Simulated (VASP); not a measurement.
# Ni (Fm-3m) in VASP: further runs

Runs on Ni. Level: PBE. Tasks: single point.

Everything below comes from runs of VASP 6.6.1. Logs are shortened: lines on timing, memory, paths and dates and some standing lists are left out, and cuts for length are marked.

### Step 1. The cell of the first run

The structure is cubic, space group Fm-3m (No. 225). The conventional cell has a = 3.581 Å, b = 3.581 Å, c = 3.581 Å, α = 90.00°, β = 90.00°, γ = 90.00°. Ni (site symmetry m-3m) has 12 Ni at 2.53 Å within 3.3 Å.

### Step 2. Single point, PBE

Contents of INCAR:

```
  PREC = Accurate
  ENCUT = 520
  EDIFF = 1E-6
  ISMEAR = -1
  SIGMA = 0.1
  LREAL = F
  LASPH = T
  NELM = 60
  ALGO = Normal
  ISIF = 2
  LWAVE = F
  LCHARG = F
  GGA = PE
  NBANDS = 17
  ISYM = 0
```

Contents of KPOINTS:

```
Automatic mesh
0
Gamma
  9 12 15
```

Contents of POSCAR:

```
Ni
1.0
   -1.7905000000     -1.7905000000     -3.5810000000
    1.7905000000     -1.7905000000      0.0000000000
   -1.7905000000     -1.7905000000      0.0000000000
Ni
2
Direct
    0.0000000000      0.0000000000      0.0000000000
    0.5000000000      0.5000000000      0.0000000000
```

Potentials or basis: VASP PAW PBE potentials, release 64 (Ni).

Started as:

```bash
$ cat potpaw_PBE.64/Ni/POTCAR > POTCAR
$ mpirun -np 1 vasp_std > vasp.out
```

OUTCAR:

```text
PREC = Accurate
   ENCUT = 520
   EDIFF = 1E-6
   ISMEAR = -1
   LREAL = F
   LASPH = T
   NELM = 60
   ISIF = 2
   GGA = PE
   ISYM = 0

 ion  position               nearest neighbor table
   1  0.000  0.000  0.000-   2 2.53   2 2.53   2 2.53   2 2.53   2 2.53   2 2.53   2 2.53   2 2.53

   2  0.500  0.500  0.000-   1 2.53   1 2.53   1 2.53   1 2.53   1 2.53   1 2.53   1 2.53   1 2.53

IMPORTANT INFORMATION: All symmetrisations will be switched off!
NOSYMM: (Re-)initialisation of all symmetry stuff for point group C_1.

----------------------------------------------------------------------------------------

                                     Primitive cell

  volume of cell :      22.9606

  direct lattice vectors                    reciprocal lattice vectors
    -1.790500000 -1.790500000 -3.581000000     0.000000000  0.000000000 -0.279251606
     1.790500000 -1.790500000  0.000000000     0.279251606 -0.279251606  0.000000000
    -1.790500000 -1.790500000  0.000000000    -0.279251606 -0.279251606  0.279251606

  length of vectors
     4.385811384  2.532149383  2.532149383     0.279251606  0.394921408  0.483677969

  position of ions in fractional coordinates (direct lattice)
     0.000000000  0.000000000  0.000000000
     0.500000000  0.500000000  0.000000000

  ion indices of the primitive-cell ions
   primitive index   ion index
                 1           1
                 2           2

----------------------------------------------------------------------------------------

 KPOINTS: Automatic mesh

Automatic generation of k-mesh.
 Grid dimensions read from file:
 generate k-points for:    9   12   15

 Generating k-lattice:

  Cartesian coordinates                     Fractional coordinates (reciprocal lattice)
     0.000000000  0.000000000 -0.031027956     0.111111111  0.000000000  0.000000000
     0.023270967 -0.023270967  0.000000000     0.000000000  0.083333333  0.000000000
    -0.018616774 -0.018616774  0.018616774     0.000000000  0.000000000  0.066666667

  Length of vectors
     0.031027956  0.032910117  0.032245198

  Shift w.r.t. Gamma in fractional coordinates (k-lattice)
     0.000000000  0.000000000  0.000000000

 -----------------------------------------------------------------------------
|                                                                             |
|           W    W    AA    RRRRR   N    N  II  N    N   GGGG   !!!           |
|           W    W   A  A   R    R  NN   N  II  NN   N  G    G  !!!           |
|           W    W  A    A  R    R  N N  N  II  N N  N  G       !!!           |
|           W WW W  AAAAAA  RRRRR   N  N N  II  N  N N  G  GGG   !            |
|           WW  WW  A    A  R   R   N   NN  II  N   NN  G    G                |
|           W    W  A    A  R    R  N    N  II  N    N   GGGG   !!!           |
|                                                                             |
|     Your reciprocal lattice and k-lattice belong to different lattice       |
|     classes:                                                                |
|                                                                             |
|        The reciprocal lattice is simple tetragonal,                         |
|        whereas your k-lattice is simple monoclinic.                         |
|                                                                             |
|     Results are often still useful ...                                      |
|                                                                             |
 -----------------------------------------------------------------------------

 WARNING: IBZKPT: internal override: KBLOWUP is changed to .FALSE.
      ... skipping the blow-up phase ...

 Subroutine IBZKPT returns following result:
 ===========================================

 Found    811 irreducible k-points:

 Following reciprocal coordinates:
            Coordinates               Weight
  0.000000  0.000000  0.000000      1.000000
  0.111111  0.000000  0.000000      2.000000
  0.222222  0.000000  0.000000      2.000000
  0.333333  0.000000  0.000000      2.000000
  0.444444  0.000000  0.000000      2.000000
  0.000000  0.083333  0.000000      2.000000
[... 16 lines left out ...]
 -0.111111  0.166667  0.000000      2.000000
  0.000000  0.250000  0.000000      2.000000
 [... further k-points ...]
   k-points           NKPTS =    811   k-points in BZ     NKDIM =    811   number of bands    NBANDS=     17
   number of dos      NEDOS =    301   number of ions     NIONS =      2
   total plane-waves  NPLWV =  14400
   dimension x,y,z NGX =    36 NGY =   20 NGZ =   20
   dimension x,y,z NGXF=    72 NGYF=   40 NGZF=   40
   ions per type =               2
   NGX,Y,Z   is equivalent  to a cutoff of  13.65, 13.13, 13.13 a.u.
   NGXF,Y,Z  is equivalent  to a cutoff of  27.29, 26.26, 26.26 a.u.
 SYSTEM =  unknown system
   PREC   = accura    normal or accurate (medium, high low for compatibility)
   ISTART =      0    job   : 0-new  1-cont  2-samecut
   ICHARG =      2    charge: 1-file 2-atom 10-const
   ISPIN  =      1    spin polarized calculation?
   LNONCOLLINEAR =      F non collinear calculations
   LSORBIT =      F    spin-orbit coupling
   LASPH  =      T    aspherical Exc in radial PAW
   ENCUT  =  520.0 eV  38.22 Ry    6.18 a.u.   8.15  4.71  4.71*2*pi/ulx,y,z
   NELM   =     60;   NELMIN=  2; NELMDL= -5     # of ELM steps
   EDIFF  = 0.1E-05   stopping-criterion for ELM
   LREAL  =      F    real-space projection
   EDIFFG = 0.1E-04   stopping-criterion for IOM
   NSW    =      0    number of steps for IOM
   IBRION =     -1    ionic relax: 0-MD 1-quasi-New 2-CG
   NFREE  =      0    steps in history (QN), initial steepest desc. (CG)
   ISIF   =      2    stress and relaxation
   ISYM   =      0    0-nonsym 1-usesym 2-fastsym
   POTIM  = 0.5000    time-step for ionic-motion
   TEBEG  =    0.0;   TEEND  =   0.0 temperature during run
   PSTRESS=    0.0 pullay stress
   NELECT =      20.0000    total number of electrons
   NUPDOWN=      -1.0000    fix difference up-down
   EMIN   =  10.00;   EMAX   =-10.00  energy-range for DOS
   EFERMI =   0.00;   METHOD = LEGACY
   ISMEAR =    -1;   SIGMA  =   0.10  broadening in eV -4-tet -1-fermi 0-gaus
   EFERMI_NEDOS =   21; number of points for ismear=-14 and -15
   IALGO  =     38    algorithm
   IMIX   =      4    mixing-type and parameters
     AMIX     =   0.40;   BMIX     =  1.00
     AMIX_MAG =   1.60;   BMIX_MAG =  1.00
  volume/ion in A,a.u.               =      11.48        77.47
  Fermi-wavevector in a.u.,A,eV,Ry     =   1.563473  2.954536 33.258750  2.444449
  Thomas-Fermi vector in A             =   2.666239
   LORBIT       =      0    0 simple, 1 ext, 2 COOP (PROOUT), +10 PAW based schemes
   GGA     = PE    functional components
   LHFCALC =     F    Hartree Fock is set to
   AEXX    =    0.0000 exact exchange contribution
   IVDW    =     0    specifies the selected vdW correction
   LEPSILON=     F    determine dielectric tensor
   LRPA    =     F    only Hartree local field effects (RPA)
 non-spin polarized calculation
  energy-cutoff  :      520.00
  volume of cell :       22.96
 maximum number of plane-waves:       633
 NGX is ok and might be reduce to    36
   NGX = 17   NGY =  9   NGZ =  9

 number of electron      19.9999992 magnetization

 Free energy of the ion-electron system (eV)
  ---------------------------------------------------
  ext. energy  EPLUGINS =         0.00000000
  ---------------------------------------------------
  free energy    TOTEN  =       -10.89234522 eV

  energy without entropy =      -10.71068410  energy(sigma->0) =      -10.80151466

 E-fermi :   8.4701     XC(G=0): -12.9398

 val. band max:        8.4696464474   @ k =   0.1111   0.5000   0.2667
 cond. band min:       8.4707218661   @ k =   0.2222   0.2500   0.0000
 fundamental gap:      0.0010754186
 Fermi energy:         8.4701042495

 k-point     1 :       0.0000    0.0000    0.0000
  band No.  band energies     occupation
      1      -0.0239      2.00000
      2       4.4934      2.00000
      3       5.0464      2.00000
      4       6.7371      2.00000
      5       6.7377      2.00000
      6       6.7383      2.00000
[... 9 lines left out ...]
     16      27.7886      0.00000
     17      30.9347      0.00000

 k-point     2 :       0.1111    0.0000    0.0000
  band No.  band energies     occupation
      1       0.1310      2.00000
      2       4.4917      2.00000
      3       5.0936      2.00000
      4       6.6820      2.00000
      5       6.7800      2.00000
      6       6.7806      2.00000
[... 9 lines left out ...]
     16      27.8402      0.00000
     17      30.9889      0.00000

 k-point     3 :       0.2222    0.0000    0.0000
  band No.  band energies     occupation
      1       0.5885      2.00000
      2       4.4257      2.00000
      3       5.2307      2.00000
      4       6.5247      2.00000
      5       6.9051      2.00000
      6       6.9056      2.00000
[... 9 lines left out ...]
     16      27.9981      0.00000
     17      30.7019      0.00000

 k-point     4 :       0.3333    0.0000    0.0000
  band No.  band energies     occupation
      1       1.3232      2.00000
      2       4.0889      2.00000
      3       5.4443      2.00000
      4       6.2883      2.00000
      5       7.1074      2.00000
      6       7.1080      2.00000
[... 9 lines left out ...]
     16      28.2713      0.00000
     17      29.9257      0.00000
[... 343 lines left out ...]
      1       1.2459      2.00000
      2       4.7942      2.00000
      3       5.4147      2.00000
      4       6.4639      2.00000
      5       6.9270      2.00000
      6       6.9299      2.00000
[... 9 lines left out ...]
     16      25.8152      0.00000
     17      29.3530      0.00000

 k-point    23 :      -0.1111    0.1667    0.0000
  band No.  band energies     occupation
      1       0.8107      2.00000
      2       4.8362      2.00000
      3       5.2924      2.00000
      4       6.5406      2.00000
      5       6.8873      2.00000
      6       6.8895      2.00000
[... 9 lines left out ...]
     16      27.6848      0.00000
     17      29.1706      0.00000

 k-point    24 :       0.0000    0.2500    0.0000
  band No.  band energies     occupation
      1       1.4820      2.00000
      2       5.1728      2.00000
      3       5.4486      2.00000
      4       6.3776      2.00000
      5       6.9395      2.00000
      6       6.9801      2.00000
[... 9 lines left out ...]
     16      26.8110      0.00000
     17      27.5891      0.00000

 [... further k-points ...]
[... 5 lines left out ...]
  --------------------------------------------------------------------------------------
  -------------------------------------------------------------------------------------
  Total       -1.3825018     -1.3824992     -1.3669338      0.0051442     -0.0012075     -0.0012066
  in kB      -96.4702330    -96.4700482    -95.3839066      0.3589588     -0.0842606     -0.0841955
  external PRESSURE =     -96.1080626 kB  Pullay stress =       0.0000000 kB

 VOLUME and BASIS-vectors are now :
 -----------------------------------------------------------------------------
  energy-cutoff  :      520.00
  volume of cell :       22.96
      direct lattice vectors                 reciprocal lattice vectors
    -1.790500000 -1.790500000 -3.581000000     0.000000000  0.000000000 -0.279251606
     1.790500000 -1.790500000  0.000000000     0.279251606 -0.279251606  0.000000000
    -1.790500000 -1.790500000  0.000000000    -0.279251606 -0.279251606  0.279251606

 POSITION                                       TOTAL-FORCE (eV/Angst)
 -----------------------------------------------------------------------------------
      0.00000      0.00000      0.00000        -0.000001      0.000000     -0.000001
      0.00000     -1.79050     -1.79050         0.000001     -0.000000      0.000001
 -----------------------------------------------------------------------------------
    total drift:                               -0.000000      0.000000     -0.000001

  FREE ENERGIE OF THE ION-ELECTRON SYSTEM (eV)
  ---------------------------------------------------
  free  energy   TOTEN  =       -10.8923452208 eV

  energy  without entropy=      -10.7106841043  energy(sigma->0) =      -10.80151466
```

It took 4.8 min on 1 thread of Intel Xeon 8259CL, shared host; peak memory 0.36 GiB.

Results:

| Quantity | Value |
| --- | --- |
| Free energy | -10.8923 eV |
| Pressure | -9.6 GPa |
| Band gap on the k mesh | zero (bands 10 and 11 overlap by 0.59 eV) |

Caveat: the cell stands under tension; the run has no spin polarisation, though such a crystal can be magnetic. Spin polarisation is off, so any magnetic state and its effect on volume and gap are missing.

### Step 3. Single point, PBE, collinear spin, ferromagnetic start

Contents of INCAR:

```
PREC = Accurate ; ENCUT = 520
EDIFF = 1E-6 ; ISMEAR = -1
SIGMA = 0.1 ; LREAL = False
LASPH = True ; NELM = 150
ALGO = Normal ; ISIF = 2
LWAVE = False ; LCHARG = True
ISPIN = 2 ; MAGMOM = 0.76 0.76
LORBIT = 11 ; LMAXMIX = 4
GGA = PE ; LELF = True
LVHAR = True ; NBANDS = 21
ISYM = 0
```

Contents of KPOINTS:

```
regular mesh
0
Gamma
  9 12 15
```

POSCAR is that of step 2.

Potentials or basis: VASP PAW PBE potentials, release 64 (Ni).

Started as:

```bash
$ cat potpaw_PBE.64/Ni/POTCAR > POTCAR
$ mpirun -np 1 vasp_std > vasp.out
```

Run time: 19 min. Hardware: 1 thread of Oxide Virtual Turin-like, shared host; peak memory 0.54 GiB.

It converged, with:

- Free energy: -10.9638 eV
- Pressure: -8.7 GPa
- Net moment: 1.27 μB per cell
- Site moments: Ni +0.65 μB
- Valence electrons inside the program's atomic spheres: Ni 9.22

Stress tensor (GPa, compression positive):
```
-8.71 -0.06  0.00
-0.06 -8.71  0.00
 0.00  0.00 -8.83
```

Levels at points of the mesh, in eV from the Fermi level:
Spin up:
```tsv
k point	band 8	band 9	band 10	band 11	band 12	band 13	band 14	band 15
(0.00, 0.00, 0.00)	-1.21	-0.56	-0.49	-0.48	2.43	8.75	14.34	14.34
(0.00, 0.50, 0.00)	-1.61	-1.33	-1.33	0.87	0.87	11.09	11.09	12.40
```
Spin down:
```csv
k point,band 8,band 9,band 10,band 11,band 12,band 13
"(0.00, 0.00, 0.00)",-0.60,0.07,0.37,0.37,2.38,9.00
"(0.00, 0.50, 0.00)",-1.03,-0.52,-0.52,1.44,1.44,11.26
```

Caveat: the cell stands under tension.

### Step 4. Single point, PBE, collinear spin, ferromagnetic start

Contents of INCAR:

```
PREC     = Accurate       # precision mode
ENCUT    = 520            # plane-wave cutoff, eV
EDIFF    = 1E-6           # SCF threshold, eV
ISMEAR   = -1             # smearing method
SIGMA    = 0.1            # smearing width, eV
LREAL    = F              # projectors in reciprocal space
LASPH    = T              # aspherical terms in the spheres
NELM     = 150            # most SCF steps
ALGO     = Normal         # electronic algorithm
ISIF     = 2              # what is computed and relaxed
LWAVE    = F              # write WAVECAR
LCHARG   = F              # write CHGCAR
ISPIN    = 2              # spin polarisation
MAGMOM   = 2 2            # initial moments
LORBIT   = 11             # projections on sites
LMAXMIX  = 4              # l up to which the mixer works
GGA      = PE             # functional
ISYM     = 0            
NBANDS   = 21             # bands
```

KPOINTS is that of step 3.

POSCAR is that of step 3.

Started as:

```bash
$ cat potpaw_PBE.64/Ni/POTCAR > POTCAR
$ mpirun -np 1 vasp_std > vasp.out
```

Run time: 14 min. Hardware: 1 thread of Oxide Virtual Turin-like, shared host; peak memory 0.54 GiB.

The run converged. Its results:

* Free energy: -10.9638 eV
* Pressure: -8.8 GPa
* Net moment: 1.27 μB per cell
* Site moments: Ni +0.65 μB
* Valence electrons inside the program's atomic spheres: Ni 9.22

Stress tensor (GPa, compression positive):
```
-8.75 -0.06  0.00
-0.06 -8.75  0.00
 0.00  0.00 -8.87
```

Levels at points of the mesh, in eV from the Fermi level:
Spin up:
```csv
k point,band 8,band 9,band 10,band 11,band 12,band 13,band 14,band 15
"(0.00, 0.00, 0.00)",-1.21,-0.56,-0.49,-0.49,2.43,8.75,14.34,14.34
"(0.00, 0.50, 0.00)",-1.61,-1.33,-1.33,0.87,0.87,11.09,11.09,12.40
```
Spin down:
| k point | band 8 | band 9 | band 10 | band 11 | band 12 | band 13 |
| --- | --- | --- | --- | --- | --- | --- |
| (0.00, 0.00, 0.00) | -0.60 | 0.07 | 0.37 | 0.37 | 2.38 | 9.00 |
| (0.00, 0.50, 0.00) | -1.03 | -0.52 | -0.52 | 1.44 | 1.44 | 11.26 |

Caveat: the cell stands under tension.
